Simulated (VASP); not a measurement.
Write the native input for VASP 6.6.1 that does the following.

```yaml
Task: single point
Functional: PBE
Potentials_or_basis: VASP PAW PBE potentials, release 64 (Ru_pv)
Cutoff: 520 eV
k_mesh: 22 × 22 × 22
Occupations: gaussian, width 0.15 eV
Spin: no spin polarisation
Dipole_correction: no
Further_INCAR_settings: ALGO = Fast; EDIFF = 1e-06; NBANDS = 13
```

The structure of Ru lies in POSCAR:

```
Ru
1.0
    0.0000000000      1.9877494431      1.7033024978
    1.9877494431      0.0000000000      1.7033024978
    1.9877494431      1.9877494431      0.0000000000
Ru
1
Direct
    0.0000000000      0.0000000000      0.0000000000
```

These files were run (other wordings do the same):

INCAR

```
SYSTEM = Ru
PREC = Accurate
ENCUT = 520
EDIFF = 1E-6
ISMEAR = 0
SIGMA = 0.15
LREAL = .FALSE.
LASPH = .TRUE.
NELM = 80
ALGO = Fast
ISIF = 2
LWAVE = .FALSE.
LCHARG = .FALSE.
GGA = PE
NBANDS = 13
```

KPOINTS

```
regular mesh
0
G
  22 22 22
  0 0 0
```

Potentials or basis: VASP PAW PBE potentials, release 64 (Ru_pv).

Command:

```console
$ cat potpaw_PBE.64/Ru_pv/POTCAR > POTCAR
$ mpirun -np 1 vasp_std > vasp.out
```

It gave:

| Property | Result |
| --- | --- |
| Pressure | 12.1 GPa |
| Band gap on the k mesh | zero (bands 7 and 8 overlap by 3.98 eV) |

Caveat: the cell stands under pressure.

Wall time 60 s on 1 thread of Intel(R) Xeon(R) 6975P-C (Granite Rapids), with other jobs on the host, peak memory 0.24 GiB.
